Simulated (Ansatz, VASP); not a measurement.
EuO: VASP beside Ansatz

File POSCAR:

```
EuO
1.0
    0.0000000000      2.5719519658      2.5719519658
    2.5719519658      0.0000000000      2.5719519658
    2.5719519658      2.5719519658      0.0000000000
Eu O
1 1
Direct
    0.5000000000      0.5000000000      0.5000000000
    0.0000000000      0.0000000000      0.0000000000
```

File INCAR.step1:

```
SYSTEM = EuO
ALGO = Normal ; EDIFF = 1E-5
ENCUT = 520 ; GGA = PE
GGA_COMPAT = .FALSE. ; ISIF = 2
ISMEAR = 0 ; ISPIN = 2
KPAR = 4 ; LASPH = .TRUE.
LMAXMIX = 6 ; LORBIT = 11
LREAL = .FALSE. ; LWAVE = .TRUE.
MAGMOM = 7.43 0 ; NBANDS = 22
NELM = 200 ; PREC = Accurate
SIGMA = 0.05
```

The input INCAR.step2:

```
SYSTEM = EuO
AEXX = 0.25 ; ALGO = Normal
EDIFF = 1E-6 ; ENCUT = 520
GGA = PE ; GGA_COMPAT = .FALSE.
HFSCREEN = 0.4 ; ISIF = 2
ISMEAR = 0 ; ISPIN = 2
ISTART = 1 ; KPAR = 4
LASPH = .TRUE. ; LCHARG = .TRUE.
LHFCALC = .TRUE. ; LMAXMIX = 6
LORBIT = 11 ; LREAL = .FALSE.
LVHAR = .TRUE. ; LWAVE = .FALSE.
MAGMOM = 7.43 0 ; NBANDS = 22
NELM = 200 ; PREC = Accurate
PRECFOCK = Normal ; SIGMA = 0.05
```

Contents of KPOINTS:

```
k-points
0
G
  6 6 6
  0 0 0
```

Input for Ansatz:

```yaml
crystal:
  lattice:
    - [0.0, 2.5719519658, 2.5719519658]
    - [2.5719519658, 0.0, 2.5719519658]
    - [2.5719519658, 2.5719519658, 0.0]
  atoms:
    - { symbol: Eu, position: [0.5, 0.5, 0.5], spin: 7.43 }
    - { symbol: O, position: [0.0, 0.0, 0.0] }
basis:
  ecutwfc: 420
  ecutrho_ratio: 4
kpoints:
  mp_grid: { grid: [6, 6, 6] }
hamiltonian:
  xc: { preset: hse06, exx: { coeff: 0.25, omega: 0.4 } }
scf:
  occupations: { method: gaussian, width: 0.05 }
  n_extra_bands: 13
output:
  forces: true
  stress: true
  eigenvalues: true
  populations: true
  hubbard: { sites: [{ species: Eu, l: f }] }
  dos: { projected: true, de: 0.02 }
magnetization:
  spin_polarized: true
checkpoint:
  read: start.run
  write: ck
  compress: false
  write_wavefunctions: false
  write_every: 100000
```

Alike in both runs: task single point; functional PBE-based screened hybrid with a share of 0.25 of exact exchange and HFSCREEN = 0.4; k mesh 6 × 6 × 6; occupations gaussian, width 0.05 eV; collinear spin.

|  | VASP | Ansatz |
| --- | --- | --- |
| version | VASP 6.6.1 | Ansatz 0.2.0 |
| potentials or method | VASP PAW PBE potentials, release 64 (Eu, O), cutoff 520 eV | scalar-relativistic, plane waves, PAW |
| valence electrons in the cell | 23 | 23 |

|  | VASP | Ansatz | Ansatz less VASP |
| --- | --- | --- | --- |
| gap on the k mesh at the Fermi level (eV) | none | none | - |
| pressure (GPa) | -2.5 | -1.5 | +0.94 |
| net moment per atom (μB) | 3.50 | 3.50 | 0.000 |
| size of the moment on the site where the two differ most (μB) | 6.71 | 6.77 | +0.064 |

VASP's potentials were made for PBE, not for PBE-based screened hybrid. Site moments also hang on the region over which each program counts them. A gap of «none» marks a metal or a gap that the smearing closes. The functional is the same, so the differences come from potentials, cutoffs and numerics. Ansatz's warnings: filled band counts differ across k points, stability check not made, stress exchange threshold loose, stress scf threshold loose.

Spin-orbit coupling is off throughout.
